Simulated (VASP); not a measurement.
**W: single point with PBEsol**

System: W, a slab with vacuum.

```xyz
5
Lattice="2.8270 0.0000 0.0000 -1.4135 2.4483 0.0000 0.0000 0.0000 24.2330" Properties=species:S:1:pos:R:3 pbc="T T T"
W     1.4135    0.8161    7.5000
W     0.0000    1.6322    9.8082
W     0.0000    0.0000   12.1165
W     1.4135    0.8161   14.4247
W     0.0000    1.6322   16.7330
```

```
Program                : VASP 6.6.1
Task                   : single point
Functional             : PBEsol
Potentials or basis    : VASP PAW PBE potentials, release 64 (W_sv)
Cutoff                 : 520 eV
k mesh                 : 12 × 12 × 1
Occupations            : gaussian, width 0.1 eV
Spin                   : no spin polarisation
Dipole correction      : yes
Further INCAR settings : ALGO = Normal; EDIFF = 1e-06; NBANDS = 43
```

```
Largest force          : 0.243 eV/Å
Band gap on the k mesh : zero (bands 35 and 36 overlap by 1.42 eV)
```

Forces in eV/Å, atoms in the order of the input:
```
W    0.000  0.000 -0.243
W    0.000  0.000  0.208
W    0.000  0.000  0.000
W    0.000  0.000 -0.208
W    0.000  0.000  0.243
```

Levels at points of the mesh, in eV from the Fermi level:
| k point | band 32 | band 33 | band 34 | band 35 | band 36 | band 37 | band 38 | band 39 |
| --- | --- | --- | --- | --- | --- | --- | --- | --- |
| (0.00, 0.00, 0.00) | -0.46 | -0.46 | -0.44 | -0.44 | -0.08 | -0.08 | -0.03 | -0.03 |
| (0.50, 0.00, 0.00) | -0.57 | -0.32 | 0.28 | 0.71 | 1.45 | 1.65 | 1.97 | 3.24 |

Wall time 3 min on 1 thread of AMD EPYC 9R45 (Zen 5) (shared host), peak memory 0.31 GiB.

Caveat: the PAW data sets were made with another functional, which shifts forces and pressure a little; spin-orbit coupling is left out, which moves the levels of the heavy elements.
